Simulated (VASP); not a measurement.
# Sb (Pm-3m) in VASP: notebook

Runs on Sb. Level: r2SCAN0. Tasks: single point.

Program: VASP 6.6.1. These are calculated values, not measurements. Logs are shortened: lines on timing, memory, paths and dates and some standing lists are left out, and cuts for length are marked.

### 1 The cell of the first run

The structure is cubic, space group Pm-3m (No. 221). The conventional cell has a = 3.160 Å, b = 3.160 Å, c = 3.160 Å, α = 90.00°, β = 90.00°, γ = 90.00°. Sb (site symmetry m-3m) has 6 Sb at 3.16 Å within 4.2 Å.

This isn't the form of Sb at room conditions, which is rhombohedral.

### 2 Single point, r2SCAN0

File POSCAR:

```
Sb
1.0
    3.1600000000      0.0000000000      0.0000000000
    0.0000000000      3.1600000000      0.0000000000
    0.0000000000      0.0000000000      3.1600000000
Sb
1
Direct
    0.0000000000      0.0000000000      0.0000000000
```

File INCAR.step1:

```
PREC     = Accurate       # precision mode
ENCUT    = 520            # plane-wave cutoff, eV
EDIFF    = 1E-5           # SCF threshold, eV
ISMEAR   = -1             # smearing method
SIGMA    = 0.05           # smearing width, eV
LREAL    = False          # projectors in reciprocal space
LASPH    = True           # aspherical terms in the spheres
NELM     = 60             # most SCF steps
ALGO     = Normal         # electronic algorithm
ISIF     = 2              # what is computed and relaxed
LWAVE    = True           # write WAVECAR
LCHARG   = False          # write CHGCAR
GGA      = PE             # functional
NBANDS   = 8              # bands
```

File INCAR.step2:

```
PREC     = Accurate       # precision mode
ENCUT    = 520            # plane-wave cutoff, eV
EDIFF    = 1E-6           # SCF threshold, eV
ISMEAR   = -1             # smearing method
SIGMA    = 0.05           # smearing width, eV
LREAL    = False          # projectors in reciprocal space
LASPH    = True           # aspherical terms in the spheres
NELM     = 60             # most SCF steps
ALGO     = Normal         # electronic algorithm
ISIF     = 2              # what is computed and relaxed
LWAVE    = False          # write WAVECAR
LCHARG   = False          # write CHGCAR
METAGGA  = R2SCAN         # meta-GGA
LHFCALC  = True           # exact exchange
AEXX     = 0.25           # exact-exchange fraction
LMIXTAU  = True         
PRECFOCK = Normal       
ISTART   = 1            
NBANDS   = 8              # bands
```

File KPOINTS:

```
Automatic mesh
0
Gamma
  4 4 4
```

Potentials or basis: VASP PAW PBE potentials, release 64 (Sb).

Launch:

```
$ cat potpaw_PBE.64/Sb/POTCAR > POTCAR
$ cp INCAR.step1 INCAR
$ mpirun -np 1 vasp_std > vasp.out
$ cp INCAR.step2 INCAR
$ mpirun -np 1 vasp_std > vasp.out
```

OUTCAR:

```text
PREC = Accurate
   ENCUT = 520
   EDIFF = 1E-6
   ISMEAR = -1
   LREAL = False
   LASPH = True
   NELM = 60
   ISIF = 2
   METAGGA = R2SCAN
   LHFCALC = True
   AEXX = 0.25
   PRECFOCK = Normal
   ISTART = 1

 ion  position               nearest neighbor table
   1  0.000  0.000  0.000-

  LATTYP: Found a simple cubic cell.
 ALAT       =     3.1600000000

  Lattice vectors:

 A1 = (   3.1600000000,   0.0000000000,   0.0000000000)
 A2 = (   0.0000000000,   3.1600000000,   0.0000000000)
 A3 = (   0.0000000000,   0.0000000000,   3.1600000000)

Analysis of symmetry for initial positions (statically):
=====================================================================
 Subroutine PRICEL returns:
 Original cell was already a primitive cell.

 Routine SETGRP: Setting up the symmetry group for a
 simple cubic supercell.

 Subroutine GETGRP returns: Found 48 space group operations
 (whereof 48 operations were pure point group operations)
 out of a pool of 48 trial point group operations.

The static configuration has the point symmetry O_h .

Analysis of symmetry for dynamics (positions and initial velocities):
=====================================================================
 Subroutine PRICEL returns:
 Original cell was already a primitive cell.

 Routine SETGRP: Setting up the symmetry group for a
 simple cubic supercell.

 Subroutine GETGRP returns: Found 48 space group operations
 (whereof 48 operations were pure point group operations)
 out of a pool of 48 trial point group operations.

The dynamic configuration has the point symmetry O_h .

 Subroutine INISYM returns: Found 48 space group operations
 (whereof 48 operations are pure point group operations),
 and found     1 'primitive' translations

----------------------------------------------------------------------------------------

                                     Primitive cell

  volume of cell :      31.5545

  direct lattice vectors                    reciprocal lattice vectors
     3.160000000  0.000000000  0.000000000     0.316455696  0.000000000  0.000000000
     0.000000000  3.160000000  0.000000000     0.000000000  0.316455696  0.000000000
     0.000000000  0.000000000  3.160000000     0.000000000  0.000000000  0.316455696

  length of vectors
     3.160000000  3.160000000  3.160000000     0.316455696  0.316455696  0.316455696

  position of ions in fractional coordinates (direct lattice)
     0.000000000  0.000000000  0.000000000

  ion indices of the primitive-cell ions
   primitive index   ion index
                 1           1

----------------------------------------------------------------------------------------

 KPOINTS: Automatic mesh

Automatic generation of k-mesh.
 Grid dimensions read from file:
 generate k-points for:    4    4    4

 Generating k-lattice:

  Cartesian coordinates                     Fractional coordinates (reciprocal lattice)
     0.079113924  0.000000000  0.000000000     0.250000000  0.000000000  0.000000000
     0.000000000  0.079113924  0.000000000     0.000000000  0.250000000  0.000000000
     0.000000000  0.000000000  0.079113924     0.000000000  0.000000000  0.250000000

  Length of vectors
     0.079113924  0.079113924  0.079113924

  Shift w.r.t. Gamma in fractional coordinates (k-lattice)
     0.000000000  0.000000000  0.000000000

 Subroutine IBZKPT returns following result:
 ===========================================

 Found     10 irreducible k-points:

 Following reciprocal coordinates:
            Coordinates               Weight
  0.000000  0.000000  0.000000      1.000000
  0.250000  0.000000  0.000000      6.000000
  0.500000  0.000000  0.000000      3.000000
  0.250000  0.250000  0.000000     12.000000
  0.500000  0.250000  0.000000     12.000000
  0.500000  0.500000  0.000000      3.000000
  0.250000  0.250000  0.250000      8.000000
  0.500000  0.250000  0.250000     12.000000
  0.500000  0.500000  0.250000      6.000000
  0.500000  0.500000  0.500000      1.000000
   k-points           NKPTS =     10   k-points in BZ     NKDIM =     64   number of bands    NBANDS=      8
   number of dos      NEDOS =    301   number of ions     NIONS =      1
   total plane-waves  NPLWV =  13824
   dimension x,y,z NGX =    24 NGY =   24 NGZ =   24
   dimension x,y,z NGXF=    48 NGYF=   48 NGZF=   48
   ions per type =               1
   NGX,Y,Z   is equivalent  to a cutoff of  12.63, 12.63, 12.63 a.u.
   NGXF,Y,Z  is equivalent  to a cutoff of  25.25, 25.25, 25.25 a.u.
 SYSTEM =  unknown system
   PREC   = accura    normal or accurate (medium, high low for compatibility)
   ISTART =      1    job   : 0-new  1-cont  2-samecut
   ICHARG =      0    charge: 1-file 2-atom 10-const
   ISPIN  =      1    spin polarized calculation?
   LNONCOLLINEAR =      F non collinear calculations
   LSORBIT =      F    spin-orbit coupling
   LASPH  =      T    aspherical Exc in radial PAW
   ENCUT  =  520.0 eV  38.22 Ry    6.18 a.u.   5.88  5.88  5.88*2*pi/ulx,y,z
   NELM   =     60;   NELMIN=  2; NELMDL=  0     # of ELM steps
   EDIFF  = 0.1E-05   stopping-criterion for ELM
   LREAL  =      F    real-space projection
   EDIFFG = 0.1E-04   stopping-criterion for IOM
   NSW    =      0    number of steps for IOM
   IBRION =     -1    ionic relax: 0-MD 1-quasi-New 2-CG
   NFREE  =      0    steps in history (QN), initial steepest desc. (CG)
   ISIF   =      2    stress and relaxation
   ISYM   =      3    0-nonsym 1-usesym 2-fastsym
   POTIM  = 0.5000    time-step for ionic-motion
   TEBEG  =    0.0;   TEEND  =   0.0 temperature during run
   PSTRESS=    0.0 pullay stress
   NELECT =       5.0000    total number of electrons
   NUPDOWN=      -1.0000    fix difference up-down
   EMIN   =  10.00;   EMAX   =-10.00  energy-range for DOS
   EFERMI =   0.00;   METHOD = LEGACY
   ISMEAR =    -1;   SIGMA  =   0.05  broadening in eV -4-tet -1-fermi 0-gaus
   EFERMI_NEDOS =   21; number of points for ismear=-14 and -15
   IALGO  =     38    algorithm
   IMIX   =      1    mixing-type and parameters
     AMIX     =   0.40;   BMIX     =  1.00
     AMIX_MAG =   1.60;   BMIX_MAG =  1.00
  volume/ion in A,a.u.               =      31.55       212.94
  Fermi-wavevector in a.u.,A,eV,Ry     =   0.885886  1.674081 10.677766  0.784794
  Thomas-Fermi vector in A             =   2.006979
   LORBIT       =      0    0 simple, 1 ext, 2 COOP (PROOUT), +10 PAW based schemes
   METAGGA = R2SCAN    functional components
   LHFCALC =     T    Hartree Fock is set to
   PRECFOCK=normal    Normal, Fast or Accurate (Low or Medium for compatibility)
   ENCUT4O =  -1.0   cutoff for four orbital integrals eV
   NKREDX  =     1    reduce k-point grid by
   NKREDY  =     1    reduce k-point grid by
   NKREDZ  =     1    reduce k-point grid by
   AEXX    =    0.2500 exact exchange contribution
   HFSCREEN=    0.0000 screening length (either q_TF or 0.3 A-1)
   HFSCREENC=   0.0000 screening length for correlation (either q_TF or 0.3 A-1)
   ENCUTFOCK=  -1.0 apply spherical cutoff to Coloumb kernel
   IVDW    =     0    specifies the selected vdW correction
   LEPSILON=     F    determine dielectric tensor
   LRPA    =     F    only Hartree local field effects (RPA)
 non-spin polarized calculation
  energy-cutoff  :      520.00
  volume of cell :       31.55
 maximum number of plane-waves:       872
 NGX is ok and might be reduce to    24
  NGX = 18; NGY = 18; NGZ = 18

 number of electron       5.0000001 magnetization

 Free energy of the ion-electron system (eV)
  ---------------------------------------------------
  ext. energy  EPLUGINS =         0.00000000
  ---------------------------------------------------
  free energy    TOTEN  =       -21.34868502 eV

  energy without entropy =      -21.34020996  energy(sigma->0) =      -21.34444749

 E-fermi :   6.5732     XC(G=0):  -7.7631

 val. band max:        5.1804391719   @ k =   0.2500   0.2500   0.2500
 cond. band min:       6.6537625082   @ k =   0.5000   0.2500   0.0000
 fundamental gap:      1.4733233363
 Fermi energy:         6.5732234742

 k-point     1 :       0.0000    0.0000    0.0000
  band No.  band energies     occupation
      1      -7.9941      2.00000
      2      10.1734      0.00000
      3      10.1734      0.00000
      4      10.1734      0.00000
      5      14.1096      0.00000
      6      14.1096      0.00000
      7      15.7052      0.00000
      8      25.1527      0.00000

 k-point     2 :       0.2500    0.0000    0.0000
  band No.  band energies     occupation
      1      -7.0480      2.00000
      2       3.6000      2.00000
      3      11.0680      0.00000
      4      11.0680      0.00000
      5      14.8686      0.00000
      6      15.9868      0.00000
      7      21.1417      0.00000
      8      21.5041      0.00000

 k-point     3 :       0.5000    0.0000    0.0000
  band No.  band energies     occupation
      1      -5.4134      2.00000
      2      -0.3828      2.00000
      3      12.3585      0.00000
      4      12.3585      0.00000
      5      16.2453      0.00000
      6      18.3541      0.00000
      7      18.9266      0.00000
      8      19.0793      0.00000

 k-point     4 :       0.2500    0.2500    0.0000
  band No.  band energies     occupation
      1      -6.0917      2.00000
      2       4.2644      2.00000
      3       4.9109      2.00000
      4      11.9715      0.00000
      5      15.5145      0.00000
      6      16.5910      0.00000
      7      21.5634      0.00000
      8      22.1302      0.00000

 k-point     5 :       0.5000    0.2500    0.0000
  band No.  band energies     occupation
      1      -4.4166      2.00000
      2       0.5261      2.00000
      3       6.6538      0.33296
      4      12.6054      0.00000
      5      13.2559      0.00000
      6      18.1922      0.00000
      7      19.6159      0.00000
      8      19.8446      0.00000

 k-point     6 :       0.5000    0.5000    0.0000
  band No.  band energies     occupation
      1      -2.5363      2.00000
      2       1.8705      2.00000
      3       1.8705      2.00000
      4       9.4951      0.00000
      5      14.5021      0.00000
      6      20.1916      0.00000
      7      20.8068      0.00000
      8      20.8069      0.00000

 k-point     7 :       0.2500    0.2500    0.2500
  band No.  band energies     occupation
      1      -5.1269      2.00000
      2       5.1804      2.00000
      3       5.1804      2.00000
      4       6.9841      0.00054
      5      16.1480      0.00000
      6      16.9178      0.00000
      7      16.9178      0.00000
      8      22.2077      0.00000

 k-point     8 :       0.5000    0.2500    0.2500
  band No.  band energies     occupation
      1      -3.4109      2.00000
      2       1.4267      2.00000
      3       7.1711      0.00001
      4       8.2963      0.00000
      5      13.0468      0.00000
      6      13.9722      0.00000
      7      18.1459      0.00000
      8      21.6059      0.00000

 k-point     9 :       0.5000    0.5000    0.2500
  band No.  band energies     occupation
      1      -1.4913      2.00000
      2       2.7336      2.00000
      3       2.7336      2.00000
      4       9.1905      0.00000
      5      10.3907      0.00000
      6      15.1387      0.00000
      7      15.1387      0.00000
      8      18.3349      0.00000

 k-point    10 :       0.5000    0.5000    0.5000
  band No.  band energies     occupation
      1       0.6984      2.00000
      2       3.9377      2.00000
      3       3.9377      2.00000
      4       3.9377      2.00000
      5      12.1955      0.00000
      6      12.1955      0.00000
      7      12.1955      0.00000
      8      14.7214      0.00000

------------------------ aborting loop because EDIFF is reached ----------------------------------------

  FORCE on cell =-STRESS in cart. coord.  units (eV):
  Direction    XX          YY          ZZ          XY          YZ          ZX
  --------------------------------------------------------------------------------------
  -------------------------------------------------------------------------------------
  Total       -1.4098410     -1.4098410     -1.4098410     -0.0000000     -0.0000000      0.0000000
  in kB      -71.5845769    -71.5845769    -71.5845769     -0.0000000     -0.0000000      0.0000000
  external PRESSURE =     -71.5845769 kB  Pullay stress =       0.0000000 kB

 VOLUME and BASIS-vectors are now :
 -----------------------------------------------------------------------------
  energy-cutoff  :      520.00
  volume of cell :       31.55
      direct lattice vectors                 reciprocal lattice vectors
     3.160000000  0.000000000  0.000000000     0.316455696  0.000000000  0.000000000
     0.000000000  3.160000000  0.000000000     0.000000000  0.316455696  0.000000000
     0.000000000  0.000000000  3.160000000     0.000000000  0.000000000  0.316455696

 POSITION                                       TOTAL-FORCE (eV/Angst)
 -----------------------------------------------------------------------------------
      0.00000      0.00000      0.00000         0.000000      0.000000      0.000000
 -----------------------------------------------------------------------------------
    total drift:                               -0.000000     -0.000000     -0.000000

  FREE ENERGIE OF THE ION-ELECTRON SYSTEM (eV)
  ---------------------------------------------------
  free  energy   TOTEN  =       -21.3486850227 eV

  energy  without entropy=      -21.3402099631  energy(sigma->0) =      -21.34444749
```

Wall time 2 min (1 thread of Intel Xeon 8259CL, shared host); peak memory 0.15 GiB.

Results:

```yaml
Free_energy: -21.3487 eV
Pressure: -7.2 GPa
Band_gap_on_the_k_mesh: zero (an odd number of electrons rules out a gap without spin polarisation)
```

Caveat: the k points lie up to 0.50 Å⁻¹ apart, too coarse for converged energies and pressures of a metal; the PAW data sets were made with another functional, which shifts forces and pressure a little; spin-orbit coupling is left out, which moves the levels of the heavy elements.

### 3 Single point, r2SCAN0

This run uses another cell than the first one, of 32.19 Å³/atom.

File POSCAR:

```
Sb
1.0
    3.1809277622      0.0000000000      0.0000000000
    0.0000000000      3.1809277622      0.0000000000
    0.0000000000      0.0000000000      3.1809277622
Sb
1
Direct
    0.0000000000      0.0000000000      0.0000000000
```

File INCAR.step1:

```
ALGO = Normal ; EDIFF = 1E-5
ENCUT = 520 ; GGA = PE
ISIF = 2 ; ISMEAR = -1
LASPH = True ; LREAL = False
LWAVE = True ; NBANDS = 8
NELM = 100 ; PREC = Accurate
SIGMA = 0.05
```

File INCAR.step2:

```
AEXX = 0.25 ; ALGO = Normal
EDIFF = 1E-6 ; ENCUT = 520
ISIF = 2 ; ISMEAR = -1
ISTART = 1 ; LASPH = True
LCHARG = True ; LELF = True
LHFCALC = True ; LMIXTAU = True
LREAL = False ; LVHAR = True
LWAVE = False ; METAGGA = R2SCAN
NBANDS = 8 ; NELM = 100
PREC = Accurate ; PRECFOCK = Normal
SIGMA = 0.05
```

File KPOINTS:

```
k-points
0
Gamma
  4 4 4
```

Potentials or basis: VASP PAW PBE potentials, release 64 (Sb).

Launch:

```
$ cat potpaw_PBE.64/Sb/POTCAR > POTCAR
$ cp INCAR.step1 INCAR
$ mpirun -np 1 vasp_std > vasp.out
$ cp INCAR.step2 INCAR
$ mpirun -np 1 vasp_std > vasp.out
```

Run time: 2 min. Hardware: 1 thread of Intel Xeon 8259CL, shared host; peak memory 0.15 GiB.

Results (log left out):

* Free energy: -21.3192 eV
* Pressure: -7.8 GPa
* Band gap on the k mesh: zero (an odd number of electrons rules out a gap without spin polarisation)

Levels at points of the mesh, in eV from the Fermi level:
```csv
k point,band 1,band 2,band 3,band 4,band 5,band 6
"(0.00, 0.00, 0.00)",-14.40,3.55,3.55,3.55,7.53,7.53
"(0.50, 0.00, 0.00)",-11.89,-6.80,5.67,5.67,9.63,11.72
"(0.50, 0.50, 0.00)",-9.11,-4.59,-4.59,3.00,7.74,13.47
"(0.50, 0.50, 0.50)",-5.99,-2.58,-2.58,-2.58,5.66,5.66
```

Caveat: the k points lie up to 0.49 Å⁻¹ apart, too coarse for converged energies and pressures of a metal; the PAW data sets were made with another functional, which shifts forces and pressure a little; spin-orbit coupling is left out, which moves the levels of the heavy elements.

### 4 Single point, r2SCAN0

This run uses another cell than the first one, of 32.82 Å³/atom.

File POSCAR:

```
Sb
1.0
    3.2015837161      0.0000000000      0.0000000000
    0.0000000000      3.2015837161      0.0000000000
    0.0000000000      0.0000000000      3.2015837161
Sb
1
Direct
    0.0000000000      0.0000000000      0.0000000000
```

File INCAR.step1:

```
PREC = Accurate
ENCUT = 520
EDIFF = 1E-5
ISMEAR = -1
SIGMA = 0.05
LREAL = F
LASPH = T
NELM = 60
ALGO = Normal
ISIF = 2
LWAVE = T
LCHARG = F
NBANDS = 8
GGA = PE
```

File INCAR.step2:

```
PREC = Accurate
ENCUT = 520
EDIFF = 1E-7
ISMEAR = -1
SIGMA = 0.05
LREAL = F
LASPH = T
NELM = 60
ALGO = Normal
ISIF = 2
LWAVE = F
LCHARG = F
METAGGA = R2SCAN
LHFCALC = T
AEXX = 0.25
LMIXTAU = T
PRECFOCK = Normal
NBANDS = 8
ISTART = 1
```

File KPOINTS:

```
Automatic mesh
0
Gamma
  4 4 4
```

Launch:

```
$ cat potpaw_PBE.64/Sb/POTCAR > POTCAR
$ cp INCAR.step1 INCAR
$ mpirun -np 1 vasp_std > vasp.out
$ cp INCAR.step2 INCAR
$ mpirun -np 1 vasp_std > vasp.out
```

Run time: 2.3 min. Hardware: 1 thread of Intel Xeon 8259CL, shared host; peak memory 0.15 GiB.

Results (log left out):

```yaml
Free_energy: -21.2872 eV
Pressure: -8.4 GPa
Band_gap_on_the_k_mesh: zero (an odd number of electrons rules out a gap without spin polarisation)
```

Levels at points of the mesh, in eV from the Fermi level:
```tsv
k point	band 1	band 2	band 3	band 4	band 5	band 6
(0.00, 0.00, 0.00)	-14.24	3.51	3.51	3.51	7.53	7.53
(0.50, 0.00, 0.00)	-11.80	-6.65	5.56	5.56	9.60	11.66
(0.50, 0.50, 0.00)	-9.11	-4.49	-4.49	3.08	7.56	13.33
(0.50, 0.50, 0.50)	-6.10	-2.52	-2.52	-2.52	5.70	5.70
```

Caveat: the k points lie up to 0.49 Å⁻¹ apart, too coarse for converged energies and pressures of a metal; the PAW data sets were made with another functional, which shifts forces and pressure a little; spin-orbit coupling is left out, which moves the levels of the heavy elements.

### 5 The runs side by side

| cell | gap on the mesh (eV) | pressure (GPa) |
| --- | --- | --- |
| a = 3.160 Å, 1 atom | none | -7.2 |
| a = 3.181 Å, 1 atom | none | -7.8 |
| a = 3.202 Å, 1 atom | none | -8.4 |

Alike in all rows: task single point; level r2SCAN0; potentials or basis VASP PAW PBE potentials, release 64 (Sb); no spin polarisation; k mesh 4 × 4 × 4; cutoff (eV) 520; smearing fermi-dirac 0.05 eV.

Caveats: all runs use coarse meshes; the PAW data sets were made with another functional, which shifts forces and pressure a little; spin-orbit coupling is left out, which moves the levels of the heavy elements.

Absolute energies hang on the potentials; compare differences alone.
